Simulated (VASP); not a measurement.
# Te (P3_121) in VASP: a series of runs, part 2 of 3

VASP 6.6.1.

### 4 Electric field gradients, PBE (34.33 Å³/atom)

This run uses another cell than the first one, of 34.33 Å³/atom.

Contents of INCAR:

```
SYSTEM = Te
ALGO = Normal
EDIFF = 1E-8
ENCUT = 520
GGA = PE
ISIF = 2
ISMEAR = -1
LASPH = .TRUE.
LCHARG = .FALSE.
LEFG = .TRUE.
LREAL = .FALSE.
LWAVE = .FALSE.
NBANDS = 16
NELM = 100
PREC = Accurate
SIGMA = 0.08
```

Contents of KPOINTS:

```
k-points
0
G
  9 9 6
  0 0 0
```

Contents of POSCAR:

```
Te
1.0
    4.4728101969      0.0000000000      0.0000000000
   -2.2364050985      3.8735672569      0.0000000000
    0.0000000000      0.0000000000      5.9446845300
Te
3
Direct
    0.7450000000      0.0000000000      0.3333333333
    0.0000000000      0.7450000000      0.6666666667
    0.2550000000      0.2550000000      0.0000000000
```

Potentials or basis: VASP PAW PBE potentials, release 64 (Te).

Launch:

```bash
$ cat potpaw_PBE.64/Te/POTCAR > POTCAR
$ mpirun -np 1 vasp_std > vasp.out
```

OUTCAR:

```text
SYSTEM = Te
   EDIFF = 1E-8
   ENCUT = 520
   GGA = PE
   ISIF = 2
   ISMEAR = -1
   LASPH = .TRUE.
   LREAL = .FALSE.
   NELM = 100
   PREC = Accurate

 ion  position               nearest neighbor table
   1  0.745  0.000  0.333-   3 2.80   2 2.80   3 3.54   3 3.54   2 3.54   2 3.54
   2  0.000  0.745  0.667-   3 2.80   1 2.80   3 3.54   3 3.54   1 3.54   1 3.54
   3  0.255  0.255  0.000-   1 2.80   2 2.80   2 3.54   1 3.54   2 3.54   1 3.54

  LATTYP: Found a hexagonal cell.
 ALAT       =     4.4728101969
 C/A-ratio  =     1.3290714938

  Lattice vectors:

 A1 = (   4.4728101969,   0.0000000000,   0.0000000000)
 A2 = (  -2.2364050985,   3.8735672569,   0.0000000000)
 A3 = (   0.0000000000,   0.0000000000,   5.9446845300)

Analysis of symmetry for initial positions (statically):
[... 658 lines left out ...]
    -2.236405099  3.873567257  0.000000000     0.000000000  0.258159968  0.000000000
     0.000000000  0.000000000  5.944684530     0.000000000  0.000000000  0.168217505

 POSITION                                       TOTAL-FORCE (eV/Angst)
 -----------------------------------------------------------------------------------
      3.33224      0.00000      1.98156        -0.562846     -0.000000      0.000000
     -1.66612      2.88581      3.96312         0.281423     -0.487439     -0.000000
      0.57028      0.98776      0.00000         0.281423      0.487439     -0.000000
 -----------------------------------------------------------------------------------
    total drift:                                0.000000      0.000000     -0.000000

  FREE ENERGIE OF THE ION-ELECTRON SYSTEM (eV)
  ---------------------------------------------------
  free  energy   TOTEN  =        -9.3677853954 eV

  energy  without entropy=       -9.3656794738  energy(sigma->0) =       -9.36673243

 Electric field gradients (V/A^2)
---------------------------------------------------------------------
 ion       V_xx      V_yy      V_zz      V_xy      V_xz      V_yz
---------------------------------------------------------------------
   1     181.016  -414.882   233.866     0.000    -0.000  -348.565
   2    -265.907    32.042   233.866  -258.031   301.866   174.282
   3    -265.907    32.042   233.866   258.031  -301.866   174.282
---------------------------------------------------------------------

 Electric field gradients after diagonalization (V/A^2)
 (convention: |V_zz| > |V_xx| > |V_yy|)
----------------------------------------------------------------------
 ion       V_xx      V_yy      V_zz     asymmetry (V_yy - V_xx)/ V_zz
----------------------------------------------------------------------
   1     385.639   181.016  -566.655       0.361
   2     385.639   181.016  -566.655       0.361
   3     385.639   181.016  -566.655       0.361
----------------------------------------------------------------------

           NMR quadrupolar parameters

 Cq : quadrupolar parameter    Cq=e*Q*V_zz/h
 eta: asymmetry parameters     (V_yy - V_xx)/ V_zz
 Q  : nuclear electric quadrupole moment in mb (millibarn)
----------------------------------------------------------------------
 ion       Cq(MHz)       eta       Q (mb)
----------------------------------------------------------------------
   1      -1.370       0.361       1.000
   2      -1.370       0.361       1.000
   3      -1.370       0.361       1.000
----------------------------------------------------------------------
```

stdout:

```text
POSCAR found type information on POSCAR Te
 POSCAR found :  1 types and       3 ions
 scaLAPACK will be used
 LDA part: xc-table for (Slater+PW92), standard interpolation
 POSCAR, INCAR and KPOINTS ok, starting setup
 FFT: planning ... GRIDC
 FFT: planning ... GRID_SOFT
 FFT: planning ... GRID
 WAVECAR not read
 entering main loop
ion   1

ion   2
     0.0000585     1.1499640    -0.6677504    -0.7321554    -1.1565776     0.6639320
     0.0000806     1.1499640    -0.6677504    -0.7321554    -1.1565776     0.6639320
     0.0001110     1.1499640    -0.6677504    -0.7321554    -1.1565776     0.6639320
     0.0001528     1.1499640    -0.6677504    -0.7321554    -1.1565776     0.6639320

     0.0000585   236.1091994  -159.3883436  -185.2239775  -276.0687093   136.3177098
     0.0000806   236.0808643  -159.3691697  -185.2016421  -276.0354990   136.3013505
     0.0001110   236.0359544  -159.3387807  -185.1662395  -275.9828638   136.2754218
     0.0001528   235.9650773  -159.2908222  -185.1103636  -275.8997972   136.2345009

ion   3
     0.0000585    -1.1499640    -0.6677504    -0.7321554     1.1565776     0.6639320
     0.0000806    -1.1499640    -0.6677504    -0.7321554     1.1565776     0.6639320
     0.0001110    -1.1499640    -0.6677504    -0.7321554     1.1565776     0.6639320
     0.0001528    -1.1499640    -0.6677504    -0.7321554     1.1565776     0.6639320

     0.0000585  -236.1091995  -159.3883436  -185.2239775   276.0687093   136.3177098
     0.0000806  -236.0808644  -159.3691697  -185.2016421   276.0354990   136.3013505
     0.0001110  -236.0359545  -159.3387807  -185.1662395   275.9828638   136.2754218
     0.0001528  -235.9650773  -159.2908222  -185.1103636   275.8997972   136.2345009
```

Wall time 61 s (1 thread of Intel Xeon 6975P-C (Granite Rapids), shared host); peak memory 0.27 GiB.

Results:

```yaml
Free_energy: -9.3678 eV
Pressure: 2.6 GPa
Largest_force: 0.563 eV/Å
Band_gap_on_the_k_mesh: 0.14 eV
Largest_electric_field_gradient_by_atom: Te -566.7 V/Å²
```

Forces in eV/Å, atoms in the order of the input:
```
Te  -0.563  0.000  0.000
Te   0.281 -0.487  0.000
Te   0.281  0.487  0.000
```

Electric field gradients, principal values (V/Å²):
| atom | least | middle | greatest (by size) |
| --- | --- | --- | --- |
| 1 Te | 181.016 | 385.639 | -566.655 |
| 2 Te | 181.016 | 385.639 | -566.655 |
| 3 Te | 181.016 | 385.639 | -566.655 |

Caveat: without QUAD_EFG the Cq values of the log hold for a quadrupole moment of 1 mb, not for the nuclei; spin-orbit coupling is left out, which moves the levels of the heavy elements.

### 5 Electric field gradients, PBE (35.35 Å³/atom)

This run uses another cell than the first one, of 35.35 Å³/atom.

Contents of INCAR:

```
PREC     = Accurate       # precision mode
ENCUT    = 520            # plane-wave cutoff, eV
EDIFF    = 1E-8           # SCF threshold, eV
ISMEAR   = -1             # smearing method
SIGMA    = 0.08           # smearing width, eV
LREAL    = False          # projectors in reciprocal space
LASPH    = True           # aspherical terms in the spheres
NELM     = 60             # most SCF steps
ALGO     = Normal         # electronic algorithm
ISIF     = 2              # what is computed and relaxed
LWAVE    = False          # write WAVECAR
LCHARG   = False          # write CHGCAR
GGA      = PE             # functional
LEFG     = True         
NBANDS   = 16             # bands
```

Contents of KPOINTS:

```
Automatic mesh
0
Gamma
  9 9 6
```

Contents of POSCAR:

```
Te
1.0
    4.5166640738      0.0000000000      0.0000000000
   -2.2583320370      3.9115458283      0.0000000000
    0.0000000000      0.0000000000      6.0029694676
Te
3
Direct
    0.7450000000      0.0000000000      0.3333333333
    0.0000000000      0.7450000000      0.6666666667
    0.2550000000      0.2550000000      0.0000000000
```

Potentials or basis: VASP PAW PBE potentials, release 64 (Te).

Launch:

```bash
$ cat potpaw_PBE.64/Te/POTCAR > POTCAR
$ mpirun -np 1 vasp_std > vasp.out
```

OUTCAR:

```text
PREC = Accurate
   ENCUT = 520
   EDIFF = 1E-8
   ISMEAR = -1
   LREAL = False
   LASPH = True
   NELM = 60
   ISIF = 2
   GGA = PE

 ion  position               nearest neighbor table
   1  0.745  0.000  0.333-   3 2.83   2 2.83   3 3.57   3 3.57   2 3.57   2 3.57
   2  0.000  0.745  0.667-   3 2.83   1 2.83   3 3.57   3 3.57   1 3.57   1 3.57
   3  0.255  0.255  0.000-   1 2.83   2 2.83   2 3.57   1 3.57   1 3.57   2 3.57

  LATTYP: Found a hexagonal cell.
 ALAT       =     4.5166640738
 C/A-ratio  =     1.3290714938

  Lattice vectors:

 A1 = (   4.5166640738,   0.0000000000,   0.0000000000)
 A2 = (  -2.2583320370,   3.9115458283,   0.0000000000)
 A3 = (   0.0000000000,   0.0000000000,   6.0029694676)

Analysis of symmetry for initial positions (statically):
=====================================================================
 Subroutine PRICEL returns:
 Original cell was already a primitive cell.

 Routine SETGRP: Setting up the symmetry group for a
 hexagonal supercell.

 Subroutine GETGRP returns: Found  6 space group operations
 (whereof  2 operations were pure point group operations)
 out of a pool of 24 trial point group operations.

The static configuration has the point symmetry C_2 .
 The point group associated with its full space group is D_3 .

Analysis of symmetry for dynamics (positions and initial velocities):
=====================================================================
 Subroutine PRICEL returns:
 Original cell was already a primitive cell.

 Routine SETGRP: Setting up the symmetry group for a
 hexagonal supercell.

 Subroutine GETGRP returns: Found  6 space group operations
 (whereof  2 operations were pure point group operations)
 out of a pool of 24 trial point group operations.

The dynamic configuration has the point symmetry C_2 .
 The point group associated with its full space group is D_3 .

 Subroutine INISYM returns: Found  6 space group operations
 (whereof  2 operations are pure point group operations),
 and found     1 'primitive' translations

----------------------------------------------------------------------------------------

                                     Primitive cell

  volume of cell :     106.0553

  direct lattice vectors                    reciprocal lattice vectors
     4.516664074  0.000000000  0.000000000     0.221402341  0.127826701  0.000000000
    -2.258332037  3.911545828  0.000000000     0.000000000  0.255653402  0.000000000
     0.000000000  0.000000000  6.002969468     0.000000000  0.000000000  0.166584222

  length of vectors
     4.516664074  4.516664074  6.002969468     0.255653402  0.255653402  0.166584222

  position of ions in fractional coordinates (direct lattice)
     0.745000000  0.000000000  0.333333333
     0.000000000  0.745000000  0.666666667
     0.255000000  0.255000000  0.000000000

[... 85 lines left out ...]
   POTIM  = 0.5000    time-step for ionic-motion
   TEBEG  =    0.0;   TEEND  =   0.0 temperature during run
   PSTRESS=    0.0 pullay stress
   NELECT =      18.0000    total number of electrons
   NUPDOWN=      -1.0000    fix difference up-down
   EMIN   =  10.00;   EMAX   =-10.00  energy-range for DOS
   EFERMI =   0.00;   METHOD = LEGACY
   ISMEAR =    -1;   SIGMA  =   0.08  broadening in eV -4-tet -1-fermi 0-gaus
   EFERMI_NEDOS =   21; number of points for ismear=-14 and -15
   IALGO  =     38    algorithm
   IMIX   =      4    mixing-type and parameters
     AMIX     =   0.40;   BMIX     =  1.00
     AMIX_MAG =   1.60;   BMIX_MAG =  1.00
  volume/ion in A,a.u.               =      35.35       238.57
  Fermi-wavevector in a.u.,A,eV,Ry     =   0.906403  1.712854 11.178101  0.821567
  Thomas-Fermi vector in A             =   2.030087
   LORBIT       =      0    0 simple, 1 ext, 2 COOP (PROOUT), +10 PAW based schemes
   GGA     = PE    functional components
   LHFCALC =     F    Hartree Fock is set to
   AEXX    =    0.0000 exact exchange contribution
   IVDW    =     0    specifies the selected vdW correction
   LEPSILON=     F    determine dielectric tensor
   LRPA    =     F    only Hartree local field effects (RPA)
 non-spin polarized calculation
  energy-cutoff  :      520.00
  volume of cell :      106.06
 maximum number of plane-waves:      2896
 NGX is ok and might be reduce to    36
   NGX = 17   NGY = 17   NGZ = 23

 number of electron      18.0000000 magnetization

 Free energy of the ion-electron system (eV)
  ---------------------------------------------------
  ext. energy  EPLUGINS =         0.00000000
  ---------------------------------------------------
  free energy    TOTEN  =        -9.40348052 eV

  energy without entropy =       -9.40129399  energy(sigma->0) =       -9.40238726

 E-fermi :   5.5420     XC(G=0):  -8.8676

 val. band max:        5.5354612915   @ k =   0.3333   0.3333   0.5000
 cond. band min:       6.0632809085   @ k =   0.0000   0.0000   0.5000
 fundamental gap:      0.5278196170
 Fermi energy:         5.5420081743

 k-point     1 :       0.0000    0.0000    0.0000
  band No.  band energies     occupation
      1      -8.0324      2.00000
      2      -4.8130      2.00000
      3      -4.8130      2.00000
      4       2.4465      2.00000
      5       2.6138      2.00000
      6       2.6138      2.00000
[... 433 lines left out ...]
      3      -4.2814      2.00000
      4       1.0310      2.00000
      5       1.4357      2.00000
      6       2.4620      2.00000
[... 8 lines left out ...]
     15      11.9969      0.00000
     16      12.3639      0.00000

 [... further k-points ...]

------------------------ aborting loop because EDIFF is reached ----------------------------------------

  FORCE on cell =-STRESS in cart. coord.  units (eV):
  Direction    XX          YY          ZZ          XY          YZ          ZX
  --------------------------------------------------------------------------------------
  -------------------------------------------------------------------------------------
  Total        0.7381611      0.7381611      0.7974536     -0.0000000      0.0000000      0.0000000
  in kB       11.1514002     11.1514002     12.0471315     -0.0000000      0.0000000      0.0000000
  external PRESSURE =      11.4499773 kB  Pullay stress =       0.0000000 kB

 VOLUME and BASIS-vectors are now :
 -----------------------------------------------------------------------------
  energy-cutoff  :      520.00
  volume of cell :      106.06
      direct lattice vectors                 reciprocal lattice vectors
     4.516664074  0.000000000  0.000000000     0.221402341  0.127826701  0.000000000
    -2.258332037  3.911545828  0.000000000     0.000000000  0.255653402  0.000000000
     0.000000000  0.000000000  6.002969468     0.000000000  0.000000000  0.166584222

 POSITION                                       TOTAL-FORCE (eV/Angst)
 -----------------------------------------------------------------------------------
      3.36491      0.00000      2.00099        -0.361283     -0.000000      0.000000
     -1.68246      2.91410      4.00198         0.180642     -0.312880      0.000000
      0.57587      0.99744      0.00000         0.180642      0.312880      0.000000
 -----------------------------------------------------------------------------------
    total drift:                                0.000000      0.000000     -0.000000

  FREE ENERGIE OF THE ION-ELECTRON SYSTEM (eV)
  ---------------------------------------------------
  free  energy   TOTEN  =        -9.4034805198 eV

  energy  without entropy=       -9.4012939938  energy(sigma->0) =       -9.40238726

 Electric field gradients (V/A^2)
---------------------------------------------------------------------
 ion       V_xx      V_yy      V_zz      V_xy      V_xz      V_yz
---------------------------------------------------------------------
   1     187.320  -421.761   234.441     0.000    -0.000  -354.398
   2    -269.491    35.050   234.441  -263.739   306.918   177.199
   3    -269.490    35.050   234.441   263.740  -306.918   177.199
---------------------------------------------------------------------

 Electric field gradients after diagonalization (V/A^2)
 (convention: |V_zz| > |V_xx| > |V_yy|)
----------------------------------------------------------------------
 ion       V_xx      V_yy      V_zz     asymmetry (V_yy - V_xx)/ V_zz
----------------------------------------------------------------------
   1     389.298   187.320  -576.618       0.350
   2     389.298   187.320  -576.618       0.350
   3     389.298   187.320  -576.618       0.350
----------------------------------------------------------------------

           NMR quadrupolar parameters

 Cq : quadrupolar parameter    Cq=e*Q*V_zz/h
 eta: asymmetry parameters     (V_yy - V_xx)/ V_zz
 Q  : nuclear electric quadrupole moment in mb (millibarn)
----------------------------------------------------------------------
 ion       Cq(MHz)       eta       Q (mb)
----------------------------------------------------------------------
   1      -1.394       0.350       1.000
   2      -1.394       0.350       1.000
   3      -1.394       0.350       1.000
----------------------------------------------------------------------
```

Wall time 51 s (1 thread of Intel Xeon 6975P-C (Granite Rapids), shared host); peak memory 0.27 GiB.

Results:

| Item | Value |
| --- | --- |
| Free energy | -9.4035 eV |
| Pressure | 1.1 GPa |
| Largest force | 0.361 eV/Å |
| Band gap on the k mesh | 0.15 eV |
| Largest electric field gradient by atom | Te -576.6 V/Å² |

Forces in eV/Å, atoms in the order of the input:
```
Te  -0.361  0.000  0.000
Te   0.181 -0.313  0.000
Te   0.181  0.313  0.000
```

Electric field gradients, principal values (V/Å²):
```
atom    least   middle  greatest (by size)
1 Te  187.320  389.298            -576.618
2 Te  187.320  389.298            -576.618
3 Te  187.320  389.298            -576.618
```

Caveat: without QUAD_EFG the Cq values of the log hold for a quadrupole moment of 1 mb, not for the nuclei; spin-orbit coupling is left out, which moves the levels of the heavy elements. A k mesh can miss the band edges.

(Part 2 of 3 ends here.)

The gap in the log of VASP goes by the Fermi energy; the results here count the filled bands.